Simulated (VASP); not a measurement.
# MgS (P6_3mc) in VASP: a series of runs

Aim: see how the results for MgS move with the level of theory and the settings. Levels: LDA, r2SCAN. Tasks: relaxation of cell and atoms, single point.

Program: VASP 6.6.1. These are calculated values, not measurements. Logs are shortened: lines on timing, memory, paths and dates and some standing lists are left out, and cuts for length are marked.

**1. The cell of the first run**

It takes space group P6_3mc (No. 186, hexagonal). The conventional cell has a = 4.055 Å, b = 4.055 Å, c = 6.491 Å, α = 90.00°, β = 90.00°, γ = 120.00°. Mg (site symmetry 3m) has 4 S at 2.47 Å within 3.3 Å. S (site symmetry 3m) has 4 Mg at 2.47 Å within 3.3 Å.

**2. Relaxation of cell and atoms, LDA**

File INCAR:

```
PREC     = Accurate       # precision mode
ENCUT    = 600            # plane-wave cutoff, eV
EDIFF    = 1E-6           # SCF threshold, eV
ISMEAR   = -1             # smearing method
SIGMA    = 0.02           # smearing width, eV
LREAL    = False          # projectors in reciprocal space
LASPH    = True           # aspherical terms in the spheres
NELM     = 60             # most SCF steps
ALGO     = Normal         # electronic algorithm
ISIF     = 3              # what is computed and relaxed
LWAVE    = False          # write WAVECAR
LCHARG   = False          # write CHGCAR
IBRION   = 2              # ionic algorithm
NSW      = 80             # ionic steps
EDIFFG   = -0.005         # ionic threshold
```

File KPOINTS:

```
Automatic mesh
0
Gamma
  6 6 4
```

File POSCAR:

```
MgS
1.0
    4.0546560541      0.0000000000      0.0000000000
   -2.0273280271      3.5114351465      0.0000000000
    0.0000000000      0.0000000000      6.4907642874
Mg S
2 2
Direct
    0.6666666667      0.3333333333      0.4970164513
    0.3333333333      0.6666666667      0.9970164513
    0.3333333333      0.6666666667      0.3779825487
    0.6666666667      0.3333333333      0.8779825487
```

Potentials or basis: VASP PAW LDA potentials, release 64 (Mg, S).

Started as:

```sh
> cat potpaw_LDA.64/Mg/POTCAR potpaw_LDA.64/S/POTCAR > POTCAR
> mpirun -np 1 vasp_std > vasp.out
```

OUTCAR:

```text
PREC = Accurate
   ENCUT = 600
   EDIFF = 1E-6
   ISMEAR = -1
   LREAL = False
   LASPH = True
   NELM = 60
   ISIF = 3
   IBRION = 2
   NSW = 80
   EDIFFG = -0.005

 ion  position               nearest neighbor table
   1  0.667  0.333  0.497-   3 2.47   3 2.47   3 2.47   4 2.47
   2  0.333  0.667  0.997-   4 2.47   4 2.47   4 2.47   3 2.47
   3  0.333  0.667  0.378-   1 2.47   1 2.47   1 2.47   2 2.47
   4  0.667  0.333  0.878-   2 2.47   2 2.47   2 2.47   1 2.47

  LATTYP: Found a hexagonal cell.
 ALAT       =     4.0546560541
 C/A-ratio  =     1.6008174802

  Lattice vectors:

 A1 = (   4.0546560541,   0.0000000000,   0.0000000000)
 A2 = (  -2.0273280271,   3.5114351465,   0.0000000000)
 A3 = (   0.0000000000,   0.0000000000,   6.4907642874)

Analysis of symmetry for initial positions (statically):
=====================================================================
 Subroutine PRICEL returns:
 Original cell was already a primitive cell.

 Routine SETGRP: Setting up the symmetry group for a
 hexagonal supercell.

 Subroutine GETGRP returns: Found 12 space group operations
 (whereof  6 operations were pure point group operations)
 out of a pool of 24 trial point group operations.

The static configuration has the point symmetry C_3v.
 The point group associated with its full space group is C_6v.

Analysis of symmetry for dynamics (positions and initial velocities):
=====================================================================
 Subroutine PRICEL returns:
 Original cell was already a primitive cell.

 Routine SETGRP: Setting up the symmetry group for a
 hexagonal supercell.

 Subroutine GETGRP returns: Found 12 space group operations
 (whereof  6 operations were pure point group operations)
 out of a pool of 24 trial point group operations.

The dynamic configuration has the point symmetry C_3v.
 The point group associated with its full space group is C_6v.

 Subroutine INISYM returns: Found 12 space group operations
 (whereof  6 operations are pure point group operations),
 and found     1 'primitive' translations

----------------------------------------------------------------------------------------

                                     Primitive cell

  volume of cell :      92.4133

  direct lattice vectors                    reciprocal lattice vectors
     4.054656054  0.000000000  0.000000000     0.246630044  0.142391922  0.000000000
    -2.027328027  3.511435147  0.000000000     0.000000000  0.284783844  0.000000000
     0.000000000  0.000000000  6.490764287     0.000000000  0.000000000  0.154065062

  length of vectors
     4.054656054  4.054656054  6.490764287     0.284783844  0.284783844  0.154065062

  position of ions in fractional coordinates (direct lattice)
     0.666666667  0.333333333  0.497016451
     0.333333333  0.666666667  0.997016451
     0.333333333  0.666666667  0.377982549
     0.666666667  0.333333333  0.877982549

  ion indices of the primitive-cell ions
   primitive index   ion index
                 1           1
                 2           2
                 3           3
                 4           4

----------------------------------------------------------------------------------------

 KPOINTS: Automatic mesh

Automatic generation of k-mesh.
 Grid dimensions read from file:
 generate k-points for:    6    6    4

 Generating k-lattice:

  Cartesian coordinates                     Fractional coordinates (reciprocal lattice)
     0.041105007  0.023731987  0.000000000     0.166666667  0.000000000  0.000000000
     0.000000000  0.047463974  0.000000000     0.000000000  0.166666667  0.000000000
     0.000000000  0.000000000  0.038516265     0.000000000  0.000000000  0.250000000

  Length of vectors
     0.047463974  0.047463974  0.038516265

  Shift w.r.t. Gamma in fractional coordinates (k-lattice)
     0.000000000  0.000000000  0.000000000

 Subroutine IBZKPT returns following result:
 ===========================================

 Found     21 irreducible k-points:

 Following reciprocal coordinates:
            Coordinates               Weight
  0.000000  0.000000  0.000000      1.000000
  0.166667  0.000000  0.000000      6.000000
  0.333333  0.000000  0.000000      6.000000
  0.500000  0.000000  0.000000      3.000000
  0.166667  0.166667  0.000000      6.000000
  0.333333  0.166667  0.000000     12.000000
[... 13 lines left out ...]
  0.333333  0.166667  0.500000     12.000000
  0.333333  0.333333  0.500000      2.000000
   k-points           NKPTS =     21   k-points in BZ     NKDIM =     21   number of bands    NBANDS=     12
   number of dos      NEDOS =    301   number of ions     NIONS =      4
   total plane-waves  NPLWV =  55296
   dimension x,y,z NGX =    32 NGY =   32 NGZ =   54
   dimension x,y,z NGXF=    64 NGYF=   64 NGZF=  108
   ions per type =               2   2
   NGX,Y,Z   is equivalent  to a cutoff of  13.12, 13.12, 13.83 a.u.
   NGXF,Y,Z  is equivalent  to a cutoff of  26.24, 26.24, 27.66 a.u.
 SYSTEM =  unknown system
   PREC   = accura    normal or accurate (medium, high low for compatibility)
   ISTART =      0    job   : 0-new  1-cont  2-samecut
   ICHARG =      2    charge: 1-file 2-atom 10-const
   ISPIN  =      1    spin polarized calculation?
   LNONCOLLINEAR =      F non collinear calculations
   LSORBIT =      F    spin-orbit coupling
   LASPH  =      T    aspherical Exc in radial PAW
   ENCUT  =  600.0 eV  44.10 Ry    6.64 a.u.   8.10  8.10 12.96*2*pi/ulx,y,z
   NELM   =     60;   NELMIN=  2; NELMDL= -5     # of ELM steps
   EDIFF  = 0.1E-05   stopping-criterion for ELM
   LREAL  =      F    real-space projection
   EDIFFG = -.5E-02   stopping-criterion for IOM
   NSW    =     80    number of steps for IOM
   IBRION =      2    ionic relax: 0-MD 1-quasi-New 2-CG
   NFREE  =      1    steps in history (QN), initial steepest desc. (CG)
   ISIF   =      3    stress and relaxation
   ISYM   =      2    0-nonsym 1-usesym 2-fastsym
   POTIM  = 0.5000    time-step for ionic-motion
   TEBEG  =    0.0;   TEEND  =   0.0 temperature during run
   PSTRESS=    0.0 pullay stress
   NELECT =      16.0000    total number of electrons
   NUPDOWN=      -1.0000    fix difference up-down
   EMIN   =  10.00;   EMAX   =-10.00  energy-range for DOS
   EFERMI =   0.00;   METHOD = LEGACY
   ISMEAR =    -1;   SIGMA  =   0.02  broadening in eV -4-tet -1-fermi 0-gaus
   EFERMI_NEDOS =   21; number of points for ismear=-14 and -15
   IALGO  =     38    algorithm
   IMIX   =      4    mixing-type and parameters
     AMIX     =   0.40;   BMIX     =  1.00
     AMIX_MAG =   1.60;   BMIX_MAG =  1.00
  volume/ion in A,a.u.               =      23.10       155.91
  Fermi-wavevector in a.u.,A,eV,Ry     =   0.912438  1.724258 11.327434  0.832543
  Thomas-Fermi vector in A             =   2.036834
   LORBIT       =      0    0 simple, 1 ext, 2 COOP (PROOUT), +10 PAW based schemes
   GGA     = CA    functional components
   LHFCALC =     F    Hartree Fock is set to
   AEXX    =    0.0000 exact exchange contribution
   IVDW    =     0    specifies the selected vdW correction
   LEPSILON=     F    determine dielectric tensor
   LRPA    =     F    only Hartree local field effects (RPA)
 conjugate gradient relaxation of ions
 non-spin polarized calculation
  energy-cutoff  :      600.00
  volume of cell :       92.41
 maximum number of plane-waves:      3112
   NGX = 17   NGY = 17   NGZ = 25

--------------------------------------- Ionic step        1  -------------------------------------------

 number of electron      15.9999999 magnetization

 Free energy of the ion-electron system (eV)
  ---------------------------------------------------
  ext. energy  EPLUGINS =         0.00000000
  ---------------------------------------------------
  free energy    TOTEN  =       -18.76537716 eV

  energy without entropy =      -18.76537716  energy(sigma->0) =      -18.76537716

------------------------ aborting loop because EDIFF is reached ----------------------------------------

  FORCE on cell =-STRESS in cart. coord.  units (eV):
  Direction    XX          YY          ZZ          XY          YZ          ZX
  --------------------------------------------------------------------------------------
  -------------------------------------------------------------------------------------
  Total       -1.9171552     -1.9171552     -1.8903956      0.0000000      0.0000000      0.0000000
  in kB      -33.2378829    -33.2378829    -32.7739487      0.0000000      0.0000000      0.0000000
  external PRESSURE =     -33.0832381 kB  Pullay stress =       0.0000000 kB
[... 251 lines left out ...]
  energy  without entropy=      -18.8235304191  energy(sigma->0) =      -18.82353042

--------------------------------------- Ionic step        8  -------------------------------------------

 number of electron      16.0000000 magnetization

 Free energy of the ion-electron system (eV)
  ---------------------------------------------------
  ext. energy  EPLUGINS =         0.00000000
  ---------------------------------------------------
  free energy    TOTEN  =       -18.82354487 eV

  energy without entropy =      -18.82354487  energy(sigma->0) =      -18.82354487

 E-fermi :   1.6563     XC(G=0):  -8.9145

 val. band max:        1.2756424511   @ k =   0.0000   0.0000   0.0000
 cond. band min:       4.6656776574   @ k =   0.0000   0.0000   0.0000
 fundamental gap:      3.3900352063
 Fermi energy:         1.6562540460

 k-point     1 :       0.0000    0.0000    0.0000
  band No.  band energies     occupation
      1     -10.2287      2.00000
      2      -9.4126      2.00000
      3      -2.1670      2.00000
      4       0.7006      2.00000
      5       0.7006      2.00000
      6       1.1423      2.00000
      7       1.1423      2.00000
      8       1.2756      2.00000
      9       4.6657      0.00000
     10       5.8797      0.00000
     11       8.6770      0.00000
     12       8.6770      0.00000
[... 329 lines left out ...]
  FREE ENERGIE OF THE ION-ELECTRON SYSTEM (eV)
  ---------------------------------------------------
  free  energy   TOTEN  =       -18.8235448668 eV

  energy  without entropy=      -18.8235448668  energy(sigma->0) =      -18.82354487

 reached required accuracy - stopping structural energy minimisation
```

Wall time 86 s (1 thread of Intel Xeon Platinum 8259CL at 2.50GHz (Skylake/Cascade Lake), shared host); peak memory 0.21 GiB.

Results:

- Free energy: -18.8235 eV
- Relaxed volume: 21.76 Å³/atom
- Relaxed cell: a = 3.976 Å, b = 3.976 Å, c = 6.356 Å, α = 90.00°, β = 90.00°, γ = 120.00°
- Space group after relaxing (to 0.05 Å): P6_3mc (No. 186)
- Energy gained by relaxing: 14.5 meV/atom
- Ionic steps: 8
- Pressure after relaxing: 0.0 GPa
- Band gap on the k mesh: 3.39 eV, direct

Step by step:
```tsv
step	energy change (eV)	largest force (eV/Å)	pressure (GPa)	volume (Å³)
1	0.0000	0.0065	-3.31	92.41
2	-0.0563	0.0071	0.66	86.18
3	-0.0581	0.0046	0.00	87.06
4	-0.0581	0.0043	-0.07	87.17
5	-0.0581	0.0060	-0.07	87.16
6	-0.0581	0.0113	-0.06	87.15
7	-0.0582	0.0085	-0.04	87.11
8	-0.0582	0.0019	0.02	87.02
```

Final structure:
```
Mg S
1.0
     3.97622    0.00000    0.00000
    -1.98811    3.44351    0.00000
     0.00000    0.00000    6.35570
Mg S
2 2
Direct
  0.66667 0.33333 0.49681
  0.33333 0.66667 0.99681
  0.33333 0.66667 0.37819
  0.66667 0.33333 0.87819
```

LDA gaps usually lie below the measured ones, often by a third to a half.

**3. Single point, r2SCAN**

This run uses another cell than the first one, of 22.68 Å³/atom, 0.982 times its volume.

File POSCAR:

```
MgS
1.0
    4.0286647932      0.0000000000      0.0000000000
   -2.0143323966      3.4889260542      0.0000000000
    0.0000000000      0.0000000000      6.4542161851
Mg S
2 2
Direct
    0.6666666667      0.3333333333      0.4971196678
    0.3333333333      0.6666666667      0.9971196678
    0.3333333333      0.6666666667      0.3778793322
    0.6666666667      0.3333333333      0.8778793322
```

File INCAR.step1:

```
ALGO = Normal
EDIFF = 1E-4
ENCUT = 520
GGA = PE
ISMEAR = 0
LASPH = T
LCHARG = F
LREAL = F
LWAVE = T
NBANDS = 16
NELM = 80
PREC = Accurate
SIGMA = 0.01
```

File INCAR.step2:

```
ALGO = Normal
EDIFF = 1E-6
ENCUT = 520
ISIF = 2
ISMEAR = 0
ISTART = 1
LASPH = T
LCHARG = T
LELF = T
LMIXTAU = T
LREAL = F
LVHAR = T
LWAVE = F
METAGGA = R2SCAN
NBANDS = 16
NELM = 80
PREC = Accurate
SIGMA = 0.01
```

File KPOINTS:

```
k-points
0
Gamma
  12 12 4
```

Potentials or basis: VASP PAW PBE potentials, release 64 (Mg, S).

Started as:

```sh
> cat potpaw_PBE.64/Mg/POTCAR potpaw_PBE.64/S/POTCAR > POTCAR
> cp INCAR.step1 INCAR
> mpirun -np 1 vasp_std > vasp.out
> cp INCAR.step2 INCAR
> mpirun -np 1 vasp_std > vasp.out
```

It took 5 min on 1 thread of Intel Xeon Platinum 8259CL at 2.50GHz (Skylake/Cascade Lake), shared host; peak memory 0.26 GiB.

Results (log left out):

- Free energy: -30.9361 eV
- Pressure: -0.3 GPa
- Largest force: 0.003 eV/Å
- Band gap on the k mesh: 4.13 eV, direct

Forces in eV/Å, atoms in the order of the input:
```
Mg   0.000  0.000  0.003
Mg   0.000  0.000  0.003
S    0.000  0.000 -0.003
S    0.000  0.000 -0.003
```

Levels at points of the mesh, in eV from the valence-band top:
```tsv
k point	band 6	band 7	band 8	band 9	band 10	band 11
(0.00, 0.00, 0.00)	-0.12	-0.12	0.00	4.13	5.41	8.14
(0.50, 0.00, 0.00)	-1.22	-0.92	-0.44	5.30	5.70	6.46
(0.00, 0.00, 0.50)	-0.33	-0.33	-0.33	5.61	5.61	8.28
(0.50, 0.00, 0.50)	-0.86	-0.80	-0.80	5.19	5.19	6.93
```

Caveat: the PAW data sets were made with another functional, which shifts forces and pressure a little.
